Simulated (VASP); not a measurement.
A run of VASP 6.6.1:

INCAR

```
SYSTEM = TiSn2Te3
PREC = Accurate ; ENCUT = 520
EDIFF = 1E-6 ; ISMEAR = 0
SIGMA = 0.1 ; LREAL = .False.
LASPH = .True. ; NELM = 60
ALGO = Normal ; ISIF = 2
LWAVE = .False. ; LCHARG = .False.
GGA = PE ; NBANDS = 38
```

File KPOINTS:

```
Automatic mesh
0
Gamma
  3 3 4
  0 0 0
```

File POSCAR:

```
TiSn2Te3
1.0
    5.8973433200      0.0000000000      0.0000000000
   -2.9486716600      5.1072491300      0.0000000000
    0.0000000000      0.0000000000      6.5201483900
Ti Sn Te
1 2 3
Direct
    0.3333333300      0.6666666700      0.0000000000
    0.0000000000      0.0000000000      0.5000000000
    0.3333333300      0.6666666700      0.5000000000
    0.6666666700      0.3333333300      0.5000000000
    0.0000000000      0.0000000000      0.0000000000
    0.6666666700      0.3333333300      0.0000000000
```

Potentials or basis: VASP PAW PBE potentials, release 64 (Ti_sv, Sn_d, Te).

The run is started by

```bash
$ cat potpaw_PBE.64/Ti_sv/POTCAR potpaw_PBE.64/Sn_d/POTCAR potpaw_PBE.64/Te/POTCAR > POTCAR
$ mpirun -np 1 vasp_std > vasp.out
```

Hardware: 1 thread of Intel Xeon 8259CL, with other jobs on the host.

Task: Estimate the wall time of this run.

Result: Run time: 2.5 min on 1 thread of Intel Xeon 8259CL, on a shared host, peak memory 0.32 GiB. Counts: scf iterations 19, k points 9.
